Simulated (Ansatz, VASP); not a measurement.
Si4C: VASP beside Ansatz

```
Si C
1.0
    -3.24714    3.24714    1.47379
     3.24714   -3.24714    1.47379
     3.24714    3.24714   -1.47379
Si C
4 1
Direct
  0.76775 0.49999 0.26774
  0.23225 0.50001 0.73226
  0.50001 0.76775 0.26776
  0.49999 0.23225 0.73224
  0.00000 0.00000 0.00000
```

Alike in both runs: functional PBE; k mesh 6 × 6 × 6; occupations gaussian, width 0.1 eV; no spin polarisation.

Ansatz relaxed the structure, and its values are those at the end. VASP's run is a single point on that final structure, the one shown.

|  | VASP | Ansatz |
| --- | --- | --- |
| version | VASP 6.6.1 | Ansatz 0.2.0 |
| potentials or method | VASP PAW PBE potentials, release 64 (Si, C), cutoff 520 eV | scalar-relativistic, plane waves, PAW |
| valence electrons in the cell | 20 | 20 |

```tsv
	VASP	Ansatz	Ansatz less VASP
gap on the k mesh at the Fermi level (eV)	none	none	-
pressure (GPa)	0.0	0.0	+0.04
rms of the force components (eV/Å)	0.009	0.011	+0.0022
```

A gap of «none» marks a metal or a gap that the smearing closes.

The k mesh is coarse, so the values compare programs but aren't converged.
